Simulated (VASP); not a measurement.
# PbS (zincblende type) (F-43m) in VASP: a series of runs, part 2 of 2

VASP 6.6.1. The steps go on from the part before.

## 3. Relaxation of cell and atoms, PBE, target pressure 0.011 GPa, at which the enthalpy is minimised

This run uses another cell than the first one, of 36.70 Å³/atom.

Contents of INCAR:

```
SYSTEM = PbS
  PREC = Accurate
  ENCUT = 600
  EDIFF = 1E-6
  ISMEAR = -1
  SIGMA = 0.1
  LREAL = .FALSE.
  LASPH = .TRUE.
  NELM = 100
  ALGO = Normal
  ISIF = 3
  LWAVE = .FALSE.
  LCHARG = .FALSE.
  GGA = PE
  IBRION = 2
  NSW = 32
  EDIFFG = -0.005
  PSTRESS = 0.10999999999999999
```

Contents of KPOINTS:

```
Automatic mesh
0
G
  11 11 11
  0 0 0
```

Contents of POSCAR:

```
PbS
1.0
    0.0000000000      3.3232491869      3.3232491869
    3.3232491869      0.0000000000      3.3232491869
    3.3232491869      3.3232491869      0.0000000000
Pb S
1 1
Direct
    0.0000000000      0.0000000000      0.0000000000
    0.2500000000      0.2500000000      0.2500000000
```

Potentials or basis: VASP PAW PBE potentials, release 64 (Pb_d, S).

Run with:

```sh
$ cat potpaw_PBE.64/Pb_d/POTCAR potpaw_PBE.64/S/POTCAR > POTCAR
$ mpirun -np 1 vasp_std > vasp.out
```

OUTCAR:

```text
SYSTEM = PbS
   PREC = Accurate
   ENCUT = 600
   EDIFF = 1E-6
   ISMEAR = -1
   LREAL = .FALSE.
   LASPH = .TRUE.
   NELM = 100
   ISIF = 3
   GGA = PE
   IBRION = 2
   NSW = 32
   EDIFFG = -0.005
   PSTRESS = 0.10999999999999999

 ion  position               nearest neighbor table
   1  0.000  0.000  0.000-   2 2.88   2 2.88   2 2.88   2 2.88
   2  0.250  0.250  0.250-   1 2.88   1 2.88   1 2.88   1 2.88

  LATTYP: Found a face centered cubic cell.
 ALAT       =     6.6464983738

  Lattice vectors:

 A1 = (   0.0000000000,   3.3232491869,   3.3232491869)
 A2 = (   3.3232491869,   0.0000000000,   3.3232491869)
 A3 = (   3.3232491869,   3.3232491869,   0.0000000000)

Analysis of symmetry for initial positions (statically):
=====================================================================
 Subroutine PRICEL returns:
 Original cell was already a primitive cell.

 Routine SETGRP: Setting up the symmetry group for a
 face centered cubic supercell.

 Subroutine GETGRP returns: Found 24 space group operations
 (whereof 24 operations were pure point group operations)
 out of a pool of 48 trial point group operations.

The static configuration has the point symmetry T_d .

Analysis of symmetry for dynamics (positions and initial velocities):
=====================================================================
 Subroutine PRICEL returns:
 Original cell was already a primitive cell.

 Routine SETGRP: Setting up the symmetry group for a
 face centered cubic supercell.

 Subroutine GETGRP returns: Found 24 space group operations
 (whereof 24 operations were pure point group operations)
 out of a pool of 48 trial point group operations.

The dynamic configuration has the point symmetry T_d .

 Subroutine INISYM returns: Found 24 space group operations
 (whereof 24 operations are pure point group operations),
 and found     1 'primitive' translations

----------------------------------------------------------------------------------------

                                     Primitive cell

  volume of cell :      73.4038

  direct lattice vectors                    reciprocal lattice vectors
     0.000000000  3.323249187  3.323249187    -0.150455164  0.150455164  0.150455164
     3.323249187  0.000000000  3.323249187     0.150455164 -0.150455164  0.150455164
     3.323249187  3.323249187  0.000000000     0.150455164  0.150455164 -0.150455164

  length of vectors
     4.699784071  4.699784071  4.699784071     0.260595988  0.260595988  0.260595988

  position of ions in fractional coordinates (direct lattice)
     0.000000000  0.000000000  0.000000000
     0.250000000  0.250000000  0.250000000

  ion indices of the primitive-cell ions
   primitive index   ion index
                 1           1
                 2           2

----------------------------------------------------------------------------------------

 KPOINTS: Automatic mesh

Automatic generation of k-mesh.
[... 46 lines left out ...]
 -0.181818  0.181818  0.000000     12.000000
 [... further k-points ...]
   k-points           NKPTS =     56   k-points in BZ     NKDIM =     56   number of bands    NBANDS=     14
   number of dos      NEDOS =    301   number of ions     NIONS =      2
   total plane-waves  NPLWV =  64000
   dimension x,y,z NGX =    40 NGY =   40 NGZ =   40
   dimension x,y,z NGXF=    80 NGYF=   80 NGZF=   80
   ions per type =               1   1
   NGX,Y,Z   is equivalent  to a cutoff of  14.15, 14.15, 14.15 a.u.
   NGXF,Y,Z  is equivalent  to a cutoff of  28.30, 28.30, 28.30 a.u.
 SYSTEM =  PbS
   PREC   = accura    normal or accurate (medium, high low for compatibility)
   ISTART =      0    job   : 0-new  1-cont  2-samecut
   ICHARG =      2    charge: 1-file 2-atom 10-const
   ISPIN  =      1    spin polarized calculation?
   LNONCOLLINEAR =      F non collinear calculations
   LSORBIT =      F    spin-orbit coupling
   LASPH  =      T    aspherical Exc in radial PAW
   ENCUT  =  600.0 eV  44.10 Ry    6.64 a.u.   9.39  9.39  9.39*2*pi/ulx,y,z
   NELM   =    100;   NELMIN=  2; NELMDL= -5     # of ELM steps
   EDIFF  = 0.1E-05   stopping-criterion for ELM
   LREAL  =      F    real-space projection
   EDIFFG = -.5E-02   stopping-criterion for IOM
   NSW    =     32    number of steps for IOM
   IBRION =      2    ionic relax: 0-MD 1-quasi-New 2-CG
   NFREE  =      1    steps in history (QN), initial steepest desc. (CG)
   ISIF   =      3    stress and relaxation
   ISYM   =      2    0-nonsym 1-usesym 2-fastsym
   POTIM  = 0.5000    time-step for ionic-motion
   TEBEG  =    0.0;   TEEND  =   0.0 temperature during run
   PSTRESS=    0.1 pullay stress
   NELECT =      20.0000    total number of electrons
   NUPDOWN=      -1.0000    fix difference up-down
   EMIN   =  10.00;   EMAX   =-10.00  energy-range for DOS
   EFERMI =   0.00;   METHOD = LEGACY
   ISMEAR =    -1;   SIGMA  =   0.10  broadening in eV -4-tet -1-fermi 0-gaus
   EFERMI_NEDOS =   21; number of points for ismear=-14 and -15
   IALGO  =     38    algorithm
   IMIX   =      4    mixing-type and parameters
     AMIX     =   0.40;   BMIX     =  1.00
     AMIX_MAG =   1.60;   BMIX_MAG =  1.00
  volume/ion in A,a.u.               =      36.70       247.68
  Fermi-wavevector in a.u.,A,eV,Ry     =   1.061317  2.005599 15.325527  1.126394
  Thomas-Fermi vector in A             =   2.196729
   LORBIT       =      0    0 simple, 1 ext, 2 COOP (PROOUT), +10 PAW based schemes
   GGA     = PE    functional components
   LHFCALC =     F    Hartree Fock is set to
   AEXX    =    0.0000 exact exchange contribution
   IVDW    =     0    specifies the selected vdW correction
   LEPSILON=     F    determine dielectric tensor
   LRPA    =     F    only Hartree local field effects (RPA)
 conjugate gradient relaxation of ions
 non-spin polarized calculation
  energy-cutoff  :      600.00
  volume of cell :       73.40
 maximum number of plane-waves:      2475
 NGX is ok and might be reduce to    40
   NGX = 19   NGY = 19   NGZ = 19

 number of electron      20.0000000 magnetization

 Free energy of the ion-electron system (eV)
  ---------------------------------------------------
  ext. energy  EPLUGINS =         0.00000000
  ---------------------------------------------------
  free energy    TOTEN  =        -8.40921171 eV

  energy without entropy =       -8.40847532  energy(sigma->0) =       -8.40884352

 E-fermi :   3.1627     XC(G=0):  -7.8376

 val. band max:        2.6299643752   @ k =  -0.2727   0.4545   0.1818
 cond. band min:       3.5472894240   @ k =   0.4545   0.4545   0.0000
 fundamental gap:      0.9173250488
 Fermi energy:         3.1626641290

 k-point     1 :       0.0000    0.0000    0.0000
  band No.  band energies     occupation
      1     -13.9507      2.00000
      2     -13.9507      2.00000
      3     -13.9507      2.00000
      4     -13.9184      2.00000
      5     -13.9184      2.00000
      6      -9.7982      2.00000
      7      -3.3064      2.00000
      8       1.0231      2.00000
      9       1.0231      2.00000
     10       1.0231      2.00000
     11       5.1853      0.00000
     12       5.1853      0.00000
     13       5.1853      0.00000
     14       7.9736      0.00000
[... 377 lines left out ...]
      1     -13.9690      2.00000
      2     -13.9432      2.00000
      3     -13.9422      2.00000
      4     -13.9190      2.00000
      5     -13.9157      2.00000
      6      -9.3785      2.00000
      7      -4.3817      2.00000
      8       0.1102      2.00000
      9       0.7535      2.00000
     10       1.5660      2.00000
     11       5.0286      0.00000
     12       5.6859      0.00000
     13       5.9345      0.00000
     14       9.9536      0.00000

 [... further k-points ...]

------------------------ aborting loop because EDIFF is reached ----------------------------------------

  FORCE on cell =-STRESS in cart. coord.  units (eV):
  Direction    XX          YY          ZZ          XY          YZ          ZX
  --------------------------------------------------------------------------------------
  -------------------------------------------------------------------------------------
  Total        0.0006250      0.0006250      0.0006250     -0.0000000      0.0000000      0.0000000
  in kB        0.0136414      0.0136414      0.0136414     -0.0000000      0.0000000      0.0000000
  external PRESSURE =      -0.0963586 kB  Pullay stress =       0.1100000 kB

 VOLUME and BASIS-vectors are now :
 -----------------------------------------------------------------------------
  energy-cutoff  :      600.00
  volume of cell :       73.40
      direct lattice vectors                 reciprocal lattice vectors
     0.000000000  3.323249187  3.323249187    -0.150455164  0.150455164  0.150455164
     3.323249187  0.000000000  3.323249187     0.150455164 -0.150455164  0.150455164
     3.323249187  3.323249187  0.000000000     0.150455164  0.150455164 -0.150455164

 POSITION                                       TOTAL-FORCE (eV/Angst)
 -----------------------------------------------------------------------------------
      0.00000      0.00000      0.00000         0.000000      0.000000     -0.000000
      1.66162      1.66162      1.66162        -0.000000     -0.000000      0.000000
 -----------------------------------------------------------------------------------
    total drift:                                0.000000      0.000000      0.000000

  FREE ENERGIE OF THE ION-ELECTRON SYSTEM (eV)
  ---------------------------------------------------
  free  energy   TOTEN  =        -8.4092117111 eV

  energy  without entropy=       -8.4084753213  energy(sigma->0) =       -8.40884352

  enthalpy is  TOTEN    =        -8.4041720559 eV   P V=        0.0050396552

 reached required accuracy - stopping structural energy minimisation
```

Run time: 62 s. Hardware: 1 thread of Intel Xeon Platinum 8488C (Sapphire Rapids), shared host; peak memory 0.27 GiB.

What came out:

```
Free energy             : -8.4092 eV
Pressure after relaxing : 0.0 GPa
Band gap on the k mesh  : 0.92 eV (least direct gap 1.32 eV)
```

Final structure:
```cif
data_structure
_symmetry_space_group_name_H-M 'P 1'
_symmetry_Int_Tables_number 1
_cell_length_a 4.6998
_cell_length_b 4.6998
_cell_length_c 4.6998
_cell_angle_alpha 60.000
_cell_angle_beta 60.000
_cell_angle_gamma 60.000
_cell_volume 73.40
loop_
_atom_site_label
_atom_site_type_symbol
_atom_site_fract_x
_atom_site_fract_y
_atom_site_fract_z
_atom_site_occupancy
Pb1 Pb 0.00000 0.00000 0.00000 1
S1 S 0.25000 0.25000 0.25000 1
```

Caveat: the relaxation stopped at its first step, so nothing moved; the cell is relaxed towards a set pressure, so the run minimises the enthalpy, not the energy; spin-orbit coupling is left out, which moves the levels of the heavy elements; an odd mesh through Γ misses points on the zone boundary, where band edges can lie.
